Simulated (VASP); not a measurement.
Pr:

```xyz
2
Lattice="3.6552 0.0000 0.0000 -1.8276 3.1655 0.0000 0.0000 0.0000 5.9702" Properties=species:S:1:pos:R:3 pbc="T T T"
Pr    0.0000    2.1103    4.4776
Pr    1.8276    1.0552    1.4925
```

* Program: VASP 6.6.1
* Task: relaxation of cell and atoms
* Functional: PBE
* Potentials or basis: VASP PAW PBE potentials, release 64 (Pr)
* Cutoff: 600 eV
* k mesh: 6 × 6 × 4
* Occupations: gaussian, width 0.05 eV
* Spin: collinear spin, ferromagnetic start
* Starting moments: [2.0, 2.0] μB

At the start: pressure -2.3 GPa; volume 34.54 Å³/atom.

Problem. Where does the relaxation end?

Solution. Over 5 steps the energy falls by 104.8 meV/atom and the volume is 31.89 Å³/atom (-7.7 %); space group P6_3/mmc (No. 194, to 0.05 Å); moment 5.90 μB per cell.

The path:
| step | energy change (eV) | largest force (eV/Å) | pressure (GPa) | volume (Å³) |
| --- | --- | --- | --- | --- |
| 1 | 0.0000 | 0.0000 | -2.34 | 69.08 |
| 2 | -0.2070 | 0.0000 | -0.05 | 64.15 |
| 3 | -0.2071 | 0.0000 | -0.07 | 64.15 |
| 4 | -0.2086 | 0.0000 | -0.06 | 63.99 |
| 5 | -0.2096 | 0.0000 | 0.00 | 63.78 |

Final structure:
```xyz
2
Lattice="3.5766 0.0000 0.0000 -1.7883 3.0974 0.0000 0.0000 0.0000 5.7573" Properties=species:S:1:pos:R:3 pbc="T T T"
Pr    0.0000    2.0649    4.3180
Pr    1.7883    1.0325    1.4393
```

Caveat: the magnetic or orbital state may not be the lowest.
